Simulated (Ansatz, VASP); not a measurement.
**Mo: VASP beside Ansatz**

POSCAR

```
Mo
1.0
    2.7355100000      0.0000000000      0.0000000000
   -1.3677550000      2.3690210000      0.0000000000
    0.0000000000      0.0000000000      2.5551810000
Mo
1
Direct
    0.0000000000      0.0000000000      0.5000000000
```

The input INCAR.step1:

```
PREC = Accurate ; ENCUT = 600
ISMEAR = -1 ; SIGMA = 0.1
LREAL = False ; LASPH = True
NELM = 60 ; GGA = PE
ALGO = Normal ; EDIFF = 1E-4
LWAVE = True ; LCHARG = False
```

File INCAR.step2:

```
PREC = Accurate ; ENCUT = 600
EDIFF = 1E-6 ; ISMEAR = -1
SIGMA = 0.1 ; LREAL = False
LASPH = True ; NELM = 60
ALGO = Normal ; ISIF = 3
LWAVE = False ; LCHARG = False
METAGGA = R2SCAN ; LMIXTAU = True
IBRION = 2 ; NSW = 80
EDIFFG = -0.01 ; ISTART = 1
```

File KPOINTS:

```
regular mesh
0
Gamma
  12 12 11
```

Input for Ansatz:

```yaml
crystal:
  lattice:
    - [2.73551, 0.0, 0.0]
    - [-1.367755, 2.369021, 0.0]
    - [0.0, 0.0, 2.555181]
  atoms:
    - { symbol: Mo, position: [0.0, 0.0, 0.5] }
kpoints:
  mp_grid:
    grid: [12, 12, 11]
hamiltonian:
  xc: r2scan
  dispersion: none
scf:
  occupations:
    method: fermi_dirac
relax:
  f_tol: 0.01
  cell: {}
```

Alike in both runs: task relaxation of cell and atoms; functional r2SCAN; k mesh 12 × 12 × 11; no spin polarisation.

|  | VASP | Ansatz |
| --- | --- | --- |
| version | VASP 6.6.1 | Ansatz 0.2.0 |
| potentials or method | VASP PAW PBE potentials, release 64 (Mo_sv) | plane waves, PAW |
| plane-wave cutoff (eV) | 600 | 500 |
| occupations | fermi-dirac, width 0.1 eV | fermi-dirac |
| valence electrons in the cell | 14 | 14 |

|  | VASP | Ansatz | Ansatz less VASP |
| --- | --- | --- | --- |
| relaxed volume (Å³/atom) | 16.58 | 16.50 | -0.079 |
| relaxed cell length with the largest relative difference (Å) | 2.505 | 2.496 | -0.0086 |

VASP's potentials were made for PBE, not for r2SCAN.
